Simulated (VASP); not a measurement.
# Rh (Cmcm) in VASP: a series of runs

Runs on Rh. Level: PBEsol. Tasks: single point.

All numbers are computed with VASP 6.6.1; they aren't measurements. Logs are shortened: lines on timing, memory, paths and dates and some standing lists are left out, and cuts for length are marked.

## (1) The cell of the first run

The structure is orthorhombic, space group Cmcm (No. 63). Conventional cell: a = 3.117 Å, b = 4.379 Å, c = 7.767 Å, α = 90.00°, β = 90.00°, γ = 90.00°. Within 3.2 Å of Rh (site symmetry 2/m) lie 12 Rh at 2.43 to 3.12 Å. Rh (site symmetry m2m) has 12 Rh at 2.43 to 3.12 Å within 3.2 Å.

## (2) Single point, PBEsol

INCAR reads:

```
  PREC = Accurate
  ENCUT = 520
  EDIFF = 1E-7
  ISMEAR = 0
  SIGMA = 0.15
  LREAL = False
  LASPH = True
  NELM = 80
  ALGO = Fast
  ISIF = 2
  LWAVE = False
  LCHARG = False
  GGA = PS
  NBANDS = 38
```

KPOINTS reads:

```
regular mesh
0
Gamma
  18 18 6
```

POSCAR reads:

```
Rh
1.0
    3.1170330978      0.0000000000      0.0000000000
   -1.5585165489      2.1896662708      0.0000000000
    0.0000000000      0.0000000000      7.7674847597
Rh
4
Direct
    0.0000000000      0.0000000000      0.0000000000
    0.3333333333      0.6666666667      0.2500000000
    0.0000000000      0.0000000000      0.5000000000
    0.6666666667      0.3333333333      0.7500000000
```

Potentials or basis: VASP PAW PBE potentials, release 64 (Rh_pv).

Run with:

```sh
$ cat potpaw_PBE.64/Rh_pv/POTCAR > POTCAR
$ mpirun -np 1 vasp_std > vasp.out
```

OUTCAR:

```text
PREC = Accurate
   ENCUT = 520
   EDIFF = 1E-7
   ISMEAR = 0
   LREAL = False
   LASPH = True
   NELM = 80
   ISIF = 2
   GGA = PS

 ion  position               nearest neighbor table
   1  0.000  0.000  0.000-   2 2.43   4 2.43   4 2.59   2 2.59   4 2.59   2 2.59
   2  0.333  0.667  0.250-   1 2.43   3 2.43   1 2.59   3 2.59   1 2.59   3 2.59
   3  0.000  0.000  0.500-   2 2.43   4 2.43   4 2.59   2 2.59   4 2.59   2 2.59
   4  0.667  0.333  0.750-   1 2.43   3 2.43   1 2.59   3 2.59   1 2.59   3 2.59

  Warning from LATTYP: Monoclinic adjustment (A1->A3, A2->A1, A3->A2)!
  LATTYP: Found a base centered orthorhombic cell.
 ALAT       =     3.1170330978
 B/A-ratio  =     1.4049682516
 C/A-ratio  =     2.4919481173

  Lattice vectors:

 A1 = (   1.5585165489,  -2.1896662708,   0.0000000000)
 A2 = (   1.5585165489,   2.1896662708,   0.0000000000)
 A3 = (   0.0000000000,   0.0000000000,   7.7674847597)

Analysis of symmetry for initial positions (statically):
=====================================================================
 Subroutine PRICEL returns:
 Original cell was already a primitive cell.

 Routine SETGRP: Setting up the symmetry group for a
 base centered orthorhombic supercell.

 Subroutine GETGRP returns: Found  8 space group operations
 (whereof  4 operations were pure point group operations)
 out of a pool of  8 trial point group operations.

The static configuration has the point symmetry C_2h.
 The point group associated with its full space group is D_2h.

Analysis of symmetry for dynamics (positions and initial velocities):
=====================================================================
 Subroutine PRICEL returns:
 Original cell was already a primitive cell.

 Routine SETGRP: Setting up the symmetry group for a
 base centered orthorhombic supercell.

 Subroutine GETGRP returns: Found  8 space group operations
 (whereof  4 operations were pure point group operations)
 out of a pool of  8 trial point group operations.

The dynamic configuration has the point symmetry C_2h.
 The point group associated with its full space group is D_2h.

 Subroutine INISYM returns: Found  8 space group operations
 (whereof  4 operations are pure point group operations),
 and found     1 'primitive' translations

----------------------------------------------------------------------------------------

[... 95 lines left out ...]
   NELM   =     80;   NELMIN=  2; NELMDL= -5     # of ELM steps
   EDIFF  = 0.1E-06   stopping-criterion for ELM
   LREAL  =      F    real-space projection
   EDIFFG = 0.1E-05   stopping-criterion for IOM
   NSW    =      0    number of steps for IOM
   IBRION =     -1    ionic relax: 0-MD 1-quasi-New 2-CG
   NFREE  =      0    steps in history (QN), initial steepest desc. (CG)
   ISIF   =      2    stress and relaxation
   ISYM   =      2    0-nonsym 1-usesym 2-fastsym
   POTIM  = 0.5000    time-step for ionic-motion
   TEBEG  =    0.0;   TEEND  =   0.0 temperature during run
   PSTRESS=    0.0 pullay stress
   NELECT =      60.0000    total number of electrons
   NUPDOWN=      -1.0000    fix difference up-down
   EMIN   =  10.00;   EMAX   =-10.00  energy-range for DOS
   EFERMI =   0.00;   METHOD = LEGACY
   ISMEAR =     0;   SIGMA  =   0.15  broadening in eV -4-tet -1-fermi 0-gaus
   EFERMI_NEDOS =   21; number of points for ismear=-14 and -15
   IALGO  =     68    algorithm
   IMIX   =      4    mixing-type and parameters
     AMIX     =   0.40;   BMIX     =  1.00
     AMIX_MAG =   1.60;   BMIX_MAG =  1.00
  volume/ion in A,a.u.               =      13.25        89.44
  Fermi-wavevector in a.u.,A,eV,Ry     =   1.706051  3.223969 39.601251  2.910610
  Thomas-Fermi vector in A             =   2.785158
   LORBIT       =      0    0 simple, 1 ext, 2 COOP (PROOUT), +10 PAW based schemes
   GGA     = PS    functional components
   LHFCALC =     F    Hartree Fock is set to
   AEXX    =    0.0000 exact exchange contribution
   IVDW    =     0    specifies the selected vdW correction
   LEPSILON=     F    determine dielectric tensor
   LRPA    =     F    only Hartree local field effects (RPA)
 non-spin polarized calculation
 RMM-DIIS sequential band-by-band and
 Gauss-broadening in eV      SIGMA  =   0.15
  energy-cutoff  :      520.00
  volume of cell :       53.02
 maximum number of plane-waves:      1448
   NGX = 11   NGY =  9   NGZ = 29

 number of electron      60.0000010 magnetization

 Free energy of the ion-electron system (eV)
  ---------------------------------------------------
  ext. energy  EPLUGINS =         0.00000000
  ---------------------------------------------------
  free energy    TOTEN  =       -31.10556394 eV

  energy without entropy =      -31.04769420  energy(sigma->0) =      -31.07662907

 E-fermi :  12.4029     XC(G=0): -14.4117

 val. band max:       12.4020707045   @ k =   0.5000  -0.0000   0.1667
 cond. band min:      12.4033082678   @ k =   0.5000   0.0556   0.3333
 fundamental gap:      0.0012375632
 Fermi energy:        12.4029332639

 k-point     1 :       0.0000    0.0000    0.0000
  band No.  band energies     occupation
      1     -35.1042      2.00000
      2     -34.5924      2.00000
      3     -34.4987      2.00000
      4     -34.0924      2.00000
      5     -34.0732      2.00000
      6     -34.0669      2.00000
[... 973 lines left out ...]
     37      23.6027      0.00000
     38      23.6572      0.00000

 [... further k-points ...]

------------------------ aborting loop because EDIFF is reached ----------------------------------------

  FORCE on cell =-STRESS in cart. coord.  units (eV):
  Direction    XX          YY          ZZ          XY          YZ          ZX
  --------------------------------------------------------------------------------------
  -------------------------------------------------------------------------------------
  Total       -0.2024560      5.3197699     14.7284296      0.0000000     -0.0000000      0.0000000
  in kB       -6.1184504    160.7695063    445.1099214      0.0000000     -0.0000000      0.0000000
  external PRESSURE =     199.9203258 kB  Pullay stress =       0.0000000 kB

 VOLUME and BASIS-vectors are now :
 -----------------------------------------------------------------------------
  energy-cutoff  :      520.00
  volume of cell :       53.02
      direct lattice vectors                 reciprocal lattice vectors
     3.117033098  0.000000000  0.000000000     0.320817896  0.228345299  0.000000000
    -1.558516549  2.189666271  0.000000000     0.000000000  0.456690599  0.000000000
     0.000000000  0.000000000  7.767484760     0.000000000  0.000000000  0.128741804

 POSITION                                       TOTAL-FORCE (eV/Angst)
 -----------------------------------------------------------------------------------
      0.00000      0.00000      0.00000        -0.000000      0.000000      0.000000
     -0.00000      1.45978      1.94187         0.000000      1.592898      0.000000
      0.00000      0.00000      3.88374         0.000000      0.000000      0.000000
      1.55852      0.72989      5.82561        -0.000000     -1.592898     -0.000000
 -----------------------------------------------------------------------------------
    total drift:                               -0.000000      0.000000     -0.000000

  FREE ENERGIE OF THE ION-ELECTRON SYSTEM (eV)
  ---------------------------------------------------
  free  energy   TOTEN  =       -31.1055639366 eV

  energy  without entropy=      -31.0476942028  energy(sigma->0) =      -31.07662907
```

stdout:

```text
POSCAR found type information on POSCAR Rh
 POSCAR found :  1 types and       4 ions
 scaLAPACK will be used
 -----------------------------------------------------------------------------
|                                                                             |
|                                                                             |
|     You enforced a specific xc type in the INCAR file but a different       |
|     I HOPE YOU KNOW WHAT YOU ARE DOING!                                     |
|                                                                             |
 -----------------------------------------------------------------------------

 LDA part: xc-table for (Slater+PW92), standard interpolation
 POSCAR, INCAR and KPOINTS ok, starting setup
 FFT: planning ... GRIDC
 FFT: planning ... GRID_SOFT
 FFT: planning ... GRID
 WAVECAR not read
 entering main loop
```

Wall time 4.2 min (1 thread of Intel Xeon 6975P-C (Granite Rapids), shared host); peak memory 0.55 GiB.

Results:

- Free energy: -31.1056 eV
- Pressure: 20.0 GPa
- Largest force: 1.593 eV/Å
- Band gap on the k mesh: zero (bands 30 and 31 overlap by 2.02 eV)

Forces in eV/Å, atoms in the order of the input:
```
Rh   0.000  0.000  0.000
Rh   0.000  1.593  0.000
Rh   0.000  0.000  0.000
Rh   0.000 -1.593  0.000
```

Stress tensor (GPa, compression positive):
```
-0.61  0.00  0.00
 0.00 16.08  0.00
 0.00  0.00 44.51
```

Caveat: the cell differs from its parent crystal (strain +e along x and -e along y +0.1100, strain +e along z and -e/2 along x and y -0.1100); the stress differs along the axes, from -1 to 45 GPa; the PAW data sets were made with another functional, which shifts forces and pressure a little.

(Part 1 of 2 ends here.)
